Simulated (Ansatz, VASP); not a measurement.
Two plane-wave programs on NaCl

```xyz
2
Lattice="-0.0386 3.0873 3.0873 3.0873 -0.0386 3.0873 3.0487 3.0487 0.0000" Properties=species:S:1:pos:R:3 pbc="T T T"
Na    0.0000    0.0000   -0.0176
Cl    1.5243    1.5243    1.5612
```

Change from the starting cell: shear_xy strain -2.5%.

Alike in both runs: task single point; functional HSE06; k mesh 6 × 6 × 6; no spin polarisation.

|  | VASP | Ansatz |
| --- | --- | --- |
| version | VASP 6.6.1 | Ansatz 0.2.0 |
| potentials or method | VASP PAW PBE potentials, release 64 (Na_pv, Cl) | plane waves, PAW |
| plane-wave cutoff (eV) | 400 | 420 |
| occupations | gaussian, width 0.01 eV | fixed |
| valence electrons in the cell | 14 | 16 |

Ansatz gave:

```
gap on the k mesh at the Fermi level (eV)                     : 6.21
pressure (GPa)                                                : 0.4
traceless stress, the component that is largest in VASP (GPa) : 0.15
```

**Question.** What did VASP give for the same quantities?

**Answer.** gap on the k mesh at the Fermi level (eV): 6.20; pressure (GPa): 0.3; traceless stress, the component that is largest in VASP (GPa): 0.15.

VASP's potentials hold 14 valence electrons a cell and Ansatz's 16, so a difference there can come from the potentials and not from the codes. Ansatz's warnings: stress exchange threshold loose, stress scf threshold loose.
